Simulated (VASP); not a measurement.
**TiAl3: single point with PBE**

TiAl3:

```
Ti Al
1.0
    -1.94933    1.94933    4.28067
     1.94933   -1.94933    4.28067
     1.94933    1.94933   -4.28067
Ti Al
1 3
Cartesian
  0.0000 0.0000 0.0000
  1.9493 0.0000 2.1403
  0.0000 1.9493 2.1403
  0.0000 0.0000 4.2807
```

```
Program             : VASP 6.6.1
Task                : single point
Functional          : PBE
Potentials or basis : VASP PAW PBE potentials, release 64 (Ti_sv, Al)
Cutoff              : 520 eV
k mesh              : 8 × 8 × 8
Occupations         : fermi-dirac, width 0.05 eV
Spin                : no spin polarisation
```

- Pressure: -2.2 GPa
- Band gap on the k mesh: zero (an odd number of electrons rules out a gap without spin polarisation)

Stress tensor (GPa, compression positive):
```
-3.33  0.00  0.00
 0.00 -3.33  0.00
 0.00  0.00  0.18
```

Levels at points of the mesh, in eV from the Fermi level:
```tsv
k point	band 7	band 8	band 9	band 10	band 11	band 12	band 13	band 14	band 15	band 16
(0.00, 0.00, 0.00)	-2.45	-1.38	-1.27	-1.27	0.76	1.56	1.56	2.10	2.20	3.67
(0.50, 0.00, 0.00)	-3.51	-2.89	-1.11	-0.20	0.44	1.66	1.92	2.60	2.93	4.30
(0.50, 0.50, 0.00)	-4.37	-3.67	-2.74	-2.15	-0.92	1.62	1.79	2.72	2.74	3.06
(0.50, 0.50, 0.50)	-2.04	-1.06	-1.06	-0.23	0.66	0.66	0.88	3.00	4.39	5.91
```

Wall time 3.2 min on 1 thread of Intel Xeon 8259CL, with other jobs on the host, peak memory 0.27 GiB.
